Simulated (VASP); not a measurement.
A run of VASP 6.6.1 is set up as follows.

Contents of POSCAR:

```
HfO2
1.0
   -0.0505836464      2.4785986728      2.4785986728
    2.4785986728     -0.0505836464      2.4785986728
    2.4785986728      2.4785986728     -0.0505836464
Hf O
1 2
Direct
    0.0000000000      0.0000000000      0.0000000000
    0.2518285308      0.2518285308      0.2518285308
    0.7481714692      0.7481714692      0.7481714692
```

The input INCAR.step1:

```
PREC     = Accurate       # precision mode
ENCUT    = 520            # plane-wave cutoff, eV
ISMEAR   = 0              # smearing method
SIGMA    = 0.01           # smearing width, eV
LREAL    = F              # projectors in reciprocal space
LASPH    = T              # aspherical terms in the spheres
NELM     = 80             # most SCF steps
NBANDS   = 18             # bands
GGA      = PE             # functional
ALGO     = Normal         # electronic algorithm
EDIFF    = 1E-4           # SCF threshold, eV
LWAVE    = T              # write WAVECAR
LCHARG   = F              # write CHGCAR
```

INCAR.step2

```
PREC     = Accurate       # precision mode
ENCUT    = 520            # plane-wave cutoff, eV
EDIFF    = 1E-6           # SCF threshold, eV
ISMEAR   = 0              # smearing method
SIGMA    = 0.01           # smearing width, eV
LREAL    = F              # projectors in reciprocal space
LASPH    = T              # aspherical terms in the spheres
NELM     = 80             # most SCF steps
ALGO     = Normal         # electronic algorithm
ISIF     = 2              # what is computed and relaxed
LWAVE    = F              # write WAVECAR
LCHARG   = F              # write CHGCAR
METAGGA  = R2SCAN         # meta-GGA
LMIXTAU  = T            
NBANDS   = 18             # bands
ISTART   = 1
```

Contents of KPOINTS:

```
regular mesh
0
Gamma
  8 8 8
```

Potentials or basis: VASP PAW PBE potentials, release 64 (Hf_pv, O).

Command:

```bash
$ cat potpaw_PBE.64/Hf_pv/POTCAR potpaw_PBE.64/O/POTCAR > POTCAR
$ cp INCAR.step1 INCAR
$ mpirun -np 1 vasp_std > vasp.out
$ cp INCAR.step2 INCAR
$ mpirun -np 1 vasp_std > vasp.out
```

Question: Estimate the pressure.

Answer: 4.6 GPa.

Question: Estimate the largest force.

Answer: 0.021 eV/Å.

Question: What does it give for the band gap on the k mesh?

Answer: 4.41 eV.

Stress tensor (GPa, compression positive):
```
4.61 1.57 1.57
1.57 4.61 1.57
1.57 1.57 4.61
```

Caveat: the cell differs from its parent crystal (strain along [111] -3.0%); the cell stands under pressure; the PAW data sets were made with another functional, which shifts forces and pressure a little; spin-orbit coupling is left out, which moves the levels of the heavy elements. A k mesh can miss the band edges.
